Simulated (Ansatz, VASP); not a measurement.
## BeCd2Te3: VASP beside Ansatz

```
Be Cd Te
1.0
     4.10481    0.00000    0.00000
    -2.05241    3.55487    0.00000
     0.00000    0.00000   10.45731
Be Cd Te
1 2 3
Cartesian
  0.0000 0.0000 5.2287
  0.0000 2.3699 8.5991
  2.0524 1.1850 1.8582
  0.0000 2.3699 3.8053
  2.0524 1.1850 6.6520
  0.0000 0.0000 0.0000
```

Change from the starting cell: species swapped into the Sn2GeTe3 type (P-3m1, No. 164).

Alike in both runs: functional PBE; k mesh 12 × 12 × 4; occupations gaussian, width 0.1 eV; no spin polarisation.

Ansatz relaxed the structure, and its values are those at the end. VASP's run is a single point on that final structure, the one shown.

|  | VASP | Ansatz |
| --- | --- | --- |
| version | VASP 6.6.1 | Ansatz 0.2.0 |
| potentials or method | VASP PAW PBE potentials, release 64 (Be, Cd, Te), cutoff 600 eV | scalar-relativistic, plane waves, PAW |
| valence electrons in the cell | 44 | 90 |

Ansatz gave:

- gap on the k mesh at the Fermi level (eV): none
- pressure (GPa): 0.0
- rms of the force components (eV/Å): 0.001

Problem. Estimate VASP's values.

Solution. gap on the k mesh at the Fermi level (eV): none; pressure (GPa): 0.1; rms of the force components (eV/Å): 0.006.

A gap of «none» marks a metal or a gap that the smearing closes. VASP's potentials hold 44 valence electrons a cell and Ansatz's 90, so a difference there can come from the potentials and not from the codes.

Spin-orbit coupling is off throughout.
